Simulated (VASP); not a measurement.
Set up this calculation in VASP 6.6.1, as the native input.

```
Task                   : single point
Functional             : PBEsol
Potentials or basis    : VASP PAW PBE potentials, release 64 (Si, Ge_d)
Cutoff                 : 520 eV
k mesh                 : 2 × 2 × 2
Occupations            : fermi-dirac, width 0.02 eV
Spin                   : no spin polarisation
Dipole correction      : no
Further INCAR settings : LREAL = Auto; ALGO = Normal; EDIFF = 1e-06; NBANDS = 53
```

The structure of Si16Ge (a cell with a defect) lies in POSCAR:

```
Si16Ge
1.0
    0.0000000000      5.4300000000      5.4300000000
    5.4300000000      0.0000000000      5.4300000000
    5.4300000000      5.4300000000      0.0000000000
Si Ge
16 1
Direct
    0.0002553646      0.0001066114     -0.0003250367
    0.1246908853      0.1244271085      0.1236471286
    0.0048729371      0.0045582729      0.4950677172
    0.1245962770      0.1243573151      0.6269583462
    0.0050749972      0.4957706554      0.0036259517
    0.1248031831      0.6273687444      0.1236499912
    0.0050076363      0.4957090546      0.4950187877
    0.1371107489      0.6212213391      0.6205630087
    0.4960564639      0.0047405331      0.0035961352
    0.6275143429      0.1246006812      0.1236528702
    0.4959251710      0.0047508286      0.4950048817
    0.6215364107      0.1367241738      0.6205071097
    0.4962388920      0.4960378835      0.0035047936
    0.6220440991      0.6216797817      0.1352286818
    0.5008211683      0.5004290607      0.4988982140
    0.6218552832      0.6216701581      0.6203135648
    0.7508454394      0.7504400980      0.7488651542
```

The input as run:

INCAR

```
PREC = Accurate
ENCUT = 520
EDIFF = 1E-6
ISMEAR = -1
SIGMA = 0.02
LREAL = Auto
LASPH = T
NELM = 80
ALGO = Normal
ISIF = 2
LWAVE = F
LCHARG = F
GGA = PS
NBANDS = 53
```

KPOINTS

```
regular mesh
0
Gamma
  2 2 2
```

Potentials or basis: VASP PAW PBE potentials, release 64 (Si, Ge_d).

Run with:

```console
$ cat potpaw_PBE.64/Si/POTCAR potpaw_PBE.64/Ge_d/POTCAR > POTCAR
$ mpirun -np 1 vasp_std > vasp.out
```

It gave:

The pressure is 4.7 GPa. The largest force is 0.004 eV/Å. The band gap on the k mesh is zero (band 39 reaches 6.87 eV, above the bottom of band 40 at 6.56 eV).

Caveat: the k points lie up to 0.50 Å⁻¹ apart; the PAW data sets were made with another functional, which shifts forces and pressure a little.

Run time: 2.6 min on 1 thread of Intel(R) Xeon(R) 6975P-C (Granite Rapids) (shared host), peak memory 0.49 GiB.
